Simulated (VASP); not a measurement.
# S (I4_1/amd) in VASP: a series of runs

The runs below take S through single point, relaxation of cell and atoms, with PBEsol.

Everything below comes from runs of VASP 6.6.1. Logs are shortened: lines on timing, memory, paths and dates and some standing lists are left out, and cuts for length are marked.

### Step 1. The cell of the first run

The structure is tetragonal, space group I4_1/amd (No. 141). The conventional cell has a = 4.879 Å, b = 4.879 Å, c = 2.821 Å, α = 90.00°, β = 90.00°, γ = 90.00°. S (site symmetry -4m2) has 10 S at 2.54 to 3.23 Å within 3.4 Å.

### Step 2. Single point, PBEsol

File INCAR:

```
SYSTEM = S
PREC = Accurate ; ENCUT = 520
EDIFF = 1E-7 ; ISMEAR = 0
SIGMA = 0.1 ; LREAL = .FALSE.
LASPH = .TRUE. ; NELM = 80
ALGO = Normal ; ISIF = 2
LWAVE = .FALSE. ; LCHARG = .TRUE.
GGA = PS ; LELF = .TRUE.
LVHAR = .TRUE. ; NBANDS = 13
```

File KPOINTS:

```
Automatic mesh
0
G
  6 6 6
  0 0 0
```

File POSCAR:

```
S
1.0
   -2.4394816492      2.4394816492      1.4102523766
    2.4394816492     -2.4394816492      1.4102523766
    2.4394816492      2.4394816492     -1.4102523766
S
2
Direct
    0.0000000000      0.0000000000      0.0000000000
    0.7500000000      0.2500000000      0.5000000000
```

Potentials or basis: VASP PAW PBE potentials, release 64 (S).

The run is started by

```bash
$ cat potpaw_PBE.64/S/POTCAR > POTCAR
$ mpirun -np 1 vasp_std > vasp.out
```

OUTCAR:

```text
SYSTEM = S
   PREC = Accurate
   ENCUT = 520
   EDIFF = 1E-7
   ISMEAR = 0
   LREAL = .FALSE.
   LASPH = .TRUE.
   NELM = 80
   ISIF = 2
   GGA = PS

 ion  position               nearest neighbor table
   1  0.000  0.000  0.000-   2 2.54   2 2.54   2 2.54   2 2.54
   2  0.750  0.250  0.500-   1 2.54   1 2.54   1 2.54   1 2.54

  LATTYP: Found a body centered tetragonal cell.
 ALAT       =     4.8789632984
 C/A-ratio  =     0.5780950954

  Lattice vectors:

 A1 = (  -2.4394816492,   2.4394816492,   1.4102523766)
 A2 = (   2.4394816492,  -2.4394816492,   1.4102523766)
 A3 = (   2.4394816492,   2.4394816492,  -1.4102523766)

Analysis of symmetry for initial positions (statically):
=====================================================================
 Subroutine PRICEL returns:
 Original cell was already a primitive cell.

 Routine SETGRP: Setting up the symmetry group for a
 body centered tetragonal supercell.

 Subroutine GETGRP returns: Found 16 space group operations
 (whereof  8 operations were pure point group operations)
 out of a pool of 16 trial point group operations.

The static configuration has the point symmetry D_2d.
 The point group associated with its full space group is D_4h.

Analysis of symmetry for dynamics (positions and initial velocities):
=====================================================================
 Subroutine PRICEL returns:
 Original cell was already a primitive cell.

 Routine SETGRP: Setting up the symmetry group for a
 body centered tetragonal supercell.

 Subroutine GETGRP returns: Found 16 space group operations
 (whereof  8 operations were pure point group operations)
 out of a pool of 16 trial point group operations.

The dynamic configuration has the point symmetry D_2d.
 The point group associated with its full space group is D_4h.

 Subroutine INISYM returns: Found 16 space group operations
 (whereof  8 operations are pure point group operations),
 and found     1 'primitive' translations

----------------------------------------------------------------------------------------

                                     Primitive cell

  volume of cell :      33.5700

  direct lattice vectors                    reciprocal lattice vectors
    -2.439481649  2.439481649  1.410252377     0.000000000  0.204961575  0.354546469
     2.439481649 -2.439481649  1.410252377     0.204961575  0.000000000  0.354546469
     2.439481649  2.439481649 -1.410252377     0.204961575  0.204961575  0.000000000

  length of vectors
     3.727056909  3.727056909  3.727056909     0.409527100  0.409527100  0.289859439

  position of ions in fractional coordinates (direct lattice)
     0.000000000  0.000000000  0.000000000
     0.750000000  0.250000000  0.500000000

  ion indices of the primitive-cell ions
   primitive index   ion index
                 1           1
                 2           2

----------------------------------------------------------------------------------------

 KPOINTS: Automatic mesh

Automatic generation of k-mesh.
 Grid dimensions read from file:
 generate k-points for:    6    6    6

 Generating k-lattice:

  Cartesian coordinates                     Fractional coordinates (reciprocal lattice)
     0.000000000  0.034160262  0.059091078     0.166666667  0.000000000 -0.000000000
     0.034160262  0.000000000  0.059091078     0.000000000  0.166666667 -0.000000000
     0.034160262  0.034160262  0.000000000     0.000000000  0.000000000  0.166666667

  Length of vectors
     0.068254517  0.068254517  0.048309906

  Shift w.r.t. Gamma in fractional coordinates (k-lattice)
     0.000000000  0.000000000  0.000000000

 Subroutine IBZKPT returns following result:
 ===========================================

 Found     30 irreducible k-points:

 Following reciprocal coordinates:
            Coordinates               Weight
  0.000000  0.000000  0.000000      1.000000
  0.166667 -0.000000  0.000000      8.000000
  0.333333 -0.000000  0.000000      8.000000
  0.500000 -0.000000  0.000000      4.000000
  0.166667  0.166667  0.000000      8.000000
  0.333333  0.166667  0.000000     16.000000
[... 16 lines left out ...]
 -0.333333 -0.333333  0.166667      8.000000
 -0.166667 -0.333333  0.166667      8.000000
 [... further k-points ...]
   k-points           NKPTS =     30   k-points in BZ     NKDIM =     30   number of bands    NBANDS=     13
   number of dos      NEDOS =    301   number of ions     NIONS =      2
   total plane-waves  NPLWV =  21952
   dimension x,y,z NGX =    28 NGY =   28 NGZ =   28
   dimension x,y,z NGXF=    56 NGYF=   56 NGZF=   56
   ions per type =               2
   NGX,Y,Z   is equivalent  to a cutoff of  12.49, 12.49, 12.49 a.u.
   NGXF,Y,Z  is equivalent  to a cutoff of  24.98, 24.98, 24.98 a.u.
 SYSTEM =  S
   PREC   = accura    normal or accurate (medium, high low for compatibility)
   ISTART =      0    job   : 0-new  1-cont  2-samecut
   ICHARG =      2    charge: 1-file 2-atom 10-const
   ISPIN  =      1    spin polarized calculation?
   LNONCOLLINEAR =      F non collinear calculations
   LSORBIT =      F    spin-orbit coupling
   LASPH  =      T    aspherical Exc in radial PAW
   ENCUT  =  520.0 eV  38.22 Ry    6.18 a.u.   6.93  6.93  6.93*2*pi/ulx,y,z
   NELM   =     80;   NELMIN=  2; NELMDL= -5     # of ELM steps
   EDIFF  = 0.1E-06   stopping-criterion for ELM
   LREAL  =      F    real-space projection
   EDIFFG = 0.1E-05   stopping-criterion for IOM
   NSW    =      0    number of steps for IOM
   IBRION =     -1    ionic relax: 0-MD 1-quasi-New 2-CG
   NFREE  =      0    steps in history (QN), initial steepest desc. (CG)
   ISIF   =      2    stress and relaxation
   ISYM   =      2    0-nonsym 1-usesym 2-fastsym
   POTIM  = 0.5000    time-step for ionic-motion
   TEBEG  =    0.0;   TEEND  =   0.0 temperature during run
   PSTRESS=    0.0 pullay stress
   NELECT =      12.0000    total number of electrons
   NUPDOWN=      -1.0000    fix difference up-down
   EMIN   =  10.00;   EMAX   =-10.00  energy-range for DOS
   EFERMI =   0.00;   METHOD = LEGACY
   ISMEAR =     0;   SIGMA  =   0.10  broadening in eV -4-tet -1-fermi 0-gaus
   EFERMI_NEDOS =   21; number of points for ismear=-14 and -15
   IALGO  =     38    algorithm
   IMIX   =      4    mixing-type and parameters
     AMIX     =   0.40;   BMIX     =  1.00
     AMIX_MAG =   1.60;   BMIX_MAG =  1.00
  volume/ion in A,a.u.               =      16.79       113.27
  Fermi-wavevector in a.u.,A,eV,Ry     =   1.161853  2.195584 18.366544  1.349903
  Thomas-Fermi vector in A             =   2.298421
   LORBIT       =      0    0 simple, 1 ext, 2 COOP (PROOUT), +10 PAW based schemes
   GGA     = PS    functional components
   LHFCALC =     F    Hartree Fock is set to
   AEXX    =    0.0000 exact exchange contribution
   IVDW    =     0    specifies the selected vdW correction
   LEPSILON=     F    determine dielectric tensor
   LRPA    =     F    only Hartree local field effects (RPA)
 non-spin polarized calculation
 Gauss-broadening in eV      SIGMA  =   0.10
  energy-cutoff  :      520.00
  volume of cell :       33.57
 maximum number of plane-waves:       915
   NGX = 13   NGY = 13   NGZ = 13

 number of electron      12.0000001 magnetization

 Free energy of the ion-electron system (eV)
  ---------------------------------------------------
  ext. energy  EPLUGINS =         0.00000000
  ---------------------------------------------------
  free energy    TOTEN  =        -7.28453643 eV

  energy without entropy =       -7.27628374  energy(sigma->0) =       -7.28041009

 E-fermi :   7.2983     XC(G=0): -10.9149

 val. band max:        7.2611923390   @ k =   0.5000   0.5000   0.1667
 cond. band min:       7.3748872916   @ k =  -0.3333   0.1667   0.0000
 fundamental gap:      0.1136949525
 Fermi energy:         7.2983122103

 k-point     1 :       0.0000    0.0000    0.0000
  band No.  band energies     occupation
      1      -9.8086      2.00000
      2      -2.9248      2.00000
      3       1.8253      2.00000
      4       1.8253      2.00000
      5       8.3044      0.00000
      6       8.4448      0.00000
      7       9.2700      0.00000
      8       9.2700      0.00000
      9      10.0457      0.00000
     10      16.1683      0.00000
     11      16.8291      0.00000
     12      16.9319      0.00000
     13      18.7078      0.00000

 k-point     2 :       0.1667   -0.0000    0.0000
  band No.  band energies     occupation
      1      -9.2680      2.00000
      2      -3.1430      2.00000
      3       1.8189      2.00000
      4       2.7371      2.00000
      5       5.9736      2.00000
      6       6.5127      2.00000
      7       8.5432      0.00000
      8       9.0025      0.00000
      9      11.1040      0.00000
     10      15.4895      0.00000
     11      16.7649      0.00000
     12      17.7163      0.00000
     13      19.1374      0.00000

 k-point     3 :       0.3333   -0.0000    0.0000
  band No.  band energies     occupation
      1      -7.7814      2.00000
      2      -3.5472      2.00000
      3       1.9497      2.00000
      4       2.3112      2.00000
      5       3.3406      2.00000
      6       5.3915      2.00000
      7       7.5241      0.00141
      8       7.9703      0.00000
      9      13.6459      0.00000
     10      13.8280      0.00000
     11      16.1932      0.00000
     12      18.9899      0.00000
     13      19.7494      0.00000
[... 305 lines left out ...]
 k-point    23 :      -0.3333   -0.3333    0.1667
  band No.  band energies     occupation
      1      -6.1639      2.00000
      2      -5.0471      2.00000
      3       0.4083      2.00000
      4       1.4289      2.00000
      5       2.3590      2.00000
      6       5.1263      2.00000
      7       9.3122      0.00000
      8       9.3964      0.00000
      9      15.2901      0.00000
     10      15.7516      0.00000
     11      18.5807      0.00000
     12      20.1089      0.00000
     13      21.1743      0.00000

 k-point    24 :      -0.1667   -0.3333    0.1667
  band No.  band energies     occupation
      1      -6.7606      2.00000
      2      -3.4148      2.00000
      3       0.7856      2.00000
      4       2.0003      2.00000
      5       2.8236      2.00000
      6       3.6290      2.00000
      7       7.8070      0.00000
      8       8.3451      0.00000
      9      14.5380      0.00000
     10      14.5769      0.00000
     11      16.0604      0.00000
     12      19.9346      0.00000
     13      20.4087      0.00000

 [... further k-points ...]
[... 5 lines left out ...]
  --------------------------------------------------------------------------------------
  -------------------------------------------------------------------------------------
  Total        0.0185242      0.0185242      0.0252932      0.0000000     -0.0000000      0.0000000
  in kB        0.8840938      0.8840938      1.2071526      0.0000000     -0.0000000      0.0000000
  external PRESSURE =       0.9917801 kB  Pullay stress =       0.0000000 kB

 VOLUME and BASIS-vectors are now :
 -----------------------------------------------------------------------------
  energy-cutoff  :      520.00
  volume of cell :       33.57
      direct lattice vectors                 reciprocal lattice vectors
    -2.439481649  2.439481649  1.410252377     0.000000000  0.204961575  0.354546469
     2.439481649 -2.439481649  1.410252377     0.204961575  0.000000000  0.354546469
     2.439481649  2.439481649 -1.410252377     0.204961575  0.204961575  0.000000000

 POSITION                                       TOTAL-FORCE (eV/Angst)
 -----------------------------------------------------------------------------------
      0.00000      0.00000      0.00000         0.000000     -0.000000      0.000000
      0.00000      2.43948      0.70513        -0.000000      0.000000     -0.000000
 -----------------------------------------------------------------------------------
    total drift:                               -0.000000      0.000000      0.000000

  FREE ENERGIE OF THE ION-ELECTRON SYSTEM (eV)
  ---------------------------------------------------
  free  energy   TOTEN  =        -7.2845364280 eV

  energy  without entropy=       -7.2762837436  energy(sigma->0) =       -7.28041009
```

It took 15 s on 1 thread of Intel Xeon Platinum 8375C at 2.90GHz (Ice Lake), shared host; peak memory 0.14 GiB.

What came out:

| Property | Result |
| --- | --- |
| Free energy | -7.2845 eV |
| Pressure | 0.1 GPa |
| Band gap on the k mesh | zero (band 6 reaches 8.44 eV, above the bottom of band 7 at 6.55 eV) |

Caveat: the k points lie up to 0.43 Å⁻¹ apart; the PAW data sets were made with another functional, which shifts forces and pressure a little.

### Step 3. Relaxation of cell and atoms, PBEsol

This run uses another cell than the first one, of 28.44 Å³/atom, 1.694 times its volume.

File INCAR:

```
SYSTEM = S
  PREC = Accurate
  ENCUT = 600
  EDIFF = 1E-6
  ISMEAR = 0
  SIGMA = 0.1
  LREAL = .FALSE.
  LASPH = .TRUE.
  NELM = 80
  ALGO = Normal
  ISIF = 3
  LWAVE = .FALSE.
  LCHARG = .FALSE.
  GGA = PS
  IBRION = 2
  NSW = 90
  EDIFFG = -0.04
```

File KPOINTS:

```
regular mesh
0
G
  6 6 6
  0 0 0
```

File POSCAR:

```
S
1.0
   -2.9648654711      2.9648654711      1.6173888443
    2.9648654711     -2.9648654711      1.6173888443
    2.9648654711      2.9648654711     -1.6173888443
S
2
Direct
    0.0000000000      0.0000000000      0.0000000000
    0.7500000000      0.2500000000      0.5000000000
```

Potentials or basis: VASP PAW PBE potentials, release 64 (S).

The run is started by

```bash
$ cat potpaw_PBE.64/S/POTCAR > POTCAR
$ mpirun -np 1 vasp_std > vasp.out
```

It took 34 s on 1 thread of Intel Xeon Platinum 8559C (Emerald Rapids), shared host; peak memory 0.21 GiB.

Results (log left out):

```
Free energy                            : -7.2859 eV
Relaxed volume                         : 16.79 Å³/atom
Relaxed cell                           : a = 3.734 Å, b = 3.734 Å, c = 3.734 Å, α = 98.09°, β = 98.09°, γ = 135.94°
Space group after relaxing (to 0.05 Å) : I4_1/amd (No. 141)
Energy gained by relaxing              : 914.4 meV/atom
Ionic steps                            : 4
Pressure after relaxing                : 0.0 GPa
Band gap on the k mesh                 : zero (band 6 reaches 8.56 eV, above the bottom of band 7 at 6.50 eV)
```

Stress tensor (GPa, compression positive):
```
-0.10  0.00  0.00
 0.00 -0.10  0.00
 0.00  0.00  0.34
```

Step by step:
```
step  energy change (eV)  largest force (eV/Å)  pressure (GPa)  volume (Å³)
   1              0.0000                0.0000          -14.88        56.87
   2             -1.7059                0.0000           -8.49        37.77
   3             -1.8268                0.0000           -1.21        34.10
   4             -1.8288                0.0000            0.05        33.57
```

Final structure:
```
S
1.0
    -2.44784    2.44784    1.40083
     2.44784   -2.44784    1.40083
     2.44784    2.44784   -1.40083
S
2
Direct
  0.00000 0.00000 0.00000
  0.75000 0.25000 0.50000
```

Levels at points of the mesh, in eV from the Fermi level:
```csv
k point,band 2,band 3,band 4,band 5,band 6,band 7,band 8,band 9,band 10
"(0.00, 0.00, 0.00)",-10.29,-5.47,-5.47,1.15,1.28,1.95,1.95,2.75,9.18
"(0.50, 0.00, 0.00)",-11.42,-6.49,-5.12,-4.94,-1.25,-0.01,0.14,6.81,7.54
"(0.50, 0.50, 0.00)",-14.63,-3.13,-3.13,-2.25,-2.25,1.32,1.32,7.86,7.86
"(0.50, 0.50, 0.50)",-13.73,-8.15,-8.15,0.48,0.48,3.75,3.75,10.08,10.08
```

Caveat: the k points lie up to 0.43 Å⁻¹ apart in the final cell; the volume moved by over 15 % at a fixed basis, so the end points are rough; the PAW data sets were made with another functional, which shifts forces and pressure a little.
